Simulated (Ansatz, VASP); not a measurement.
# InP: VASP beside Ansatz

```
In P
1.0
     0.00000    2.72790    2.72790
     2.72790    0.00000    2.72790
     2.72790    2.72790    0.00000
In P
1 1
Cartesian
  0.0000 0.0000 0.0000
  2.7279 2.7279 2.7279
```

Alike in both runs: task single point; functional PBEsol; k mesh 8 × 8 × 8; occupations gaussian, width 0.05 eV; no spin polarisation.

|  | VASP | Ansatz |
| --- | --- | --- |
| version | VASP 6.6.1 | Ansatz 0.2.0 |
| potentials or method | VASP PAW PBE potentials, release 64 (In_d, P), cutoff 500 eV | scalar-relativistic, plane waves, PAW |
| valence electrons in the cell | 18 | 18 |

|  | VASP | Ansatz | Ansatz less VASP |
| --- | --- | --- | --- |
| gap on the k mesh at the Fermi level (eV) | none | none | - |
| pressure (GPa) | 0.0 | 0.0 | -0.04 |

VASP's potentials were made for PBE, not for PBEsol. A gap of «none» marks a metal or a gap that the smearing closes. The functional is the same, so the differences come from potentials, cutoffs and numerics.
